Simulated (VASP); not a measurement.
Write the native input for VASP 6.6.1 that does the following.

- Task: single point
- Functional: LDA
- Potentials or basis: VASP PAW LDA potentials, release 64 (Pt_sv_GW)
- Cutoff: 570 eV
- k mesh: 21 × 21 × 10
- Occupations: gaussian, width 0.15 eV
- Spin: collinear spin
- Starting moments: [0.15, 0.15] μB
- Fixed moment: 0.3 μB
- Dipole correction: no
- Further INCAR settings: ALGO = Normal; EDIFF = 1e-06; NBANDS = 29

The structure of Pt lies in POSCAR:

```
Pt
1.0
    2.7872338290      0.0000000000      0.0000000000
   -1.3936169145      2.4138153022      0.0000000000
    0.0000000000      0.0000000000      4.8128176121
Pt
2
Direct
    0.6666666667      0.3333333333      0.7500000000
    0.3333333333      0.6666666667      0.2500000000
```

This isn't the form of Pt at room conditions, which is fcc.

The input as run:

INCAR

```
SYSTEM = Pt
  ALGO = Normal
  EDIFF = 1E-6
  ENCUT = 570
  GGA = CA
  GGA_COMPAT = .False.
  ISIF = 2
  ISMEAR = 0
  ISPIN = 2
  LASPH = .True.
  LCHARG = .False.
  LMAXMIX = 4
  LORBIT = 11
  LREAL = .False.
  LWAVE = .False.
  MAGMOM = 0.15 0.15
  NBANDS = 29
  NELM = 200
  NUPDOWN = 0.3
  PREC = Accurate
  SIGMA = 0.15
```

KPOINTS

```
k-points
0
Gamma
  21 21 10
  0 0 0
```

Potentials or basis: VASP PAW LDA potentials, release 64 (Pt_sv_GW).

Command:

```console
$ cat potpaw_LDA.64/Pt_sv_GW/POTCAR > POTCAR
$ mpirun -np 1 vasp_std > vasp.out
```

Results of the run:

- Pressure: -20.8 GPa
- Net moment: 0.30 μB per cell
- Site moments: Pt +0.16 μB
- Valence electrons inside the program's atomic spheres: Pt 17.99

Caveat: the cell stands under tension; the total moment is fixed, so each spin has its own Fermi level and the state may be an excited one.

Run time: 4.3 min on 1 thread of AMD EPYC 9R45 96-Core Processor (Zen 5) (shared host), peak memory 0.46 GiB.
